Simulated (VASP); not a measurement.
Here is a VASP 6.6.1 calculation.

INCAR

```
ALGO     = Normal         # electronic algorithm
EDIFF    = 1E-7           # SCF threshold, eV
ENCUT    = 520            # plane-wave cutoff, eV
GGA      = PE             # functional
ISIF     = 2              # what is computed and relaxed
ISMEAR   = 0              # smearing method
LASPH    = T              # aspherical terms in the spheres
LCHARG   = F              # write CHGCAR
LREAL    = F              # projectors in reciprocal space
LWAVE    = F              # write WAVECAR
NBANDS   = 10             # bands
NELM     = 60             # most SCF steps
PREC     = Accurate       # precision mode
SIGMA    = 0.1            # smearing width, eV
```

File KPOINTS:

```
k-points
0
Gamma
  16 16 16
```

Contents of POSCAR:

```
Be
1.0
   -2.0010137486      2.0010137486      2.0010137486
    2.0010137486     -2.0010137486      2.0010137486
    2.0010137486      2.0010137486     -2.0010137486
Be
3
Direct
    0.5000000000      0.5000000000      0.0000000000
    0.0000000000      0.5000000000      0.5000000000
    0.5000000000      0.0000000000      0.5000000000
```

Potentials or basis: VASP PAW PBE potentials, release 64 (Be).

Run with:

```console
$ cat potpaw_PBE.64/Be/POTCAR > POTCAR
$ mpirun -np 1 vasp_std > vasp.out
```

Q: What does it give for the band gap on the k mesh?

A: Zero (band 3 reaches 5.46 eV, above the bottom of band 4 at 1.46 eV).

Q: Predict the pressure.

A: 0.1 GPa.
